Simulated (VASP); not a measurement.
Here is a VASP 6.6.1 calculation.

The input INCAR:

```
  PREC = Accurate
  ENCUT = 520
  EDIFF = 1E-7
  ISMEAR = 0
  SIGMA = 0.05
  LREAL = F
  LASPH = T
  NELM = 100
  ALGO = Normal
  ISIF = 2
  LWAVE = F
  LCHARG = T
  GGA = PE
  LELF = T
  LVHAR = T
  NBANDS = 18
```

The input KPOINTS:

```
regular mesh
0
Gamma
  9 9 6
```

File POSCAR:

```
LiF
1.0
    3.1259140087      0.0000000000      0.0000000000
   -1.5629570043      2.7071209416      0.0000000000
    0.0000000000      0.0000000000      4.9018781194
Li F
2 2
Direct
    0.3333333333      0.6666666667      0.4320721835
    0.6666666667      0.3333333333      0.9320721835
    0.3333333333      0.6666666667      0.9939266766
    0.6666666667      0.3333333333      0.4939266766
```

Potentials or basis: VASP PAW PBE potentials, release 64 (Li_sv, F).

Launch:

```console
$ cat potpaw_PBE.64/Li_sv/POTCAR potpaw_PBE.64/F/POTCAR > POTCAR
$ mpirun -np 1 vasp_std > vasp.out
```

Estimate the largest force.

0.270 eV/Å.

Estimate the band gap on the k mesh.

7.37 eV, direct.

Forces in eV/Å, atoms in the order of the input:
```
Li   0.000  0.000 -0.270
Li   0.000  0.000 -0.270
F    0.000  0.000  0.270
F    0.000  0.000  0.270
```

 A k mesh can miss the band edges.
